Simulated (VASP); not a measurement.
Crystal: GaAs.

```
Ga As
1.0
     0.00000    2.82685    2.82685
     2.82685    0.00000    2.82685
     2.82685    2.82685    0.00000
Ga As
1 1
Cartesian
  0.0000 0.0000 0.0000
  1.4134 1.4134 1.4134
```

```yaml
Program: VASP 6.6.1
Task: relaxation of cell and atoms
Functional: PBE
Potentials_or_basis: VASP PAW PBE potentials, release 64 (Ga_d, As)
Cutoff: 600 eV
k_mesh: 8 × 8 × 8
Occupations: fermi-dirac, width 0.02 eV
Spin: no spin polarisation
```

At the start: pressure 3.4 GPa; volume 22.59 Å³/atom.

Task: Where does the relaxation end?

Result: Over 6 steps the energy falls by 11.9 meV/atom and the volume is 23.76 Å³/atom (+5.2 %); space group F-43m (No. 216, to 0.1 Å) before and after.

The path:
```tsv
step	energy change (eV)	largest force (eV/Å)	pressure (GPa)	volume (Å³)
1	0.0000	0.0000	3.43	45.18
2	-0.0208	0.0000	-0.99	48.42
3	-0.0239	0.0000	0.07	47.53
4	-0.0238	0.0000	-0.13	47.59
5	-0.0239	0.0000	0.07	47.46
6	-0.0239	0.0000	-0.03	47.52
```

Final structure:
```
CELL_PARAMETERS angstrom
0.00000 2.87478 2.87478
2.87478 0.00000 2.87478
2.87478 2.87478 0.00000
ATOMIC_POSITIONS crystal
Ga 0.00000 0.00000 0.00000
As 0.25000 0.25000 0.25000
```
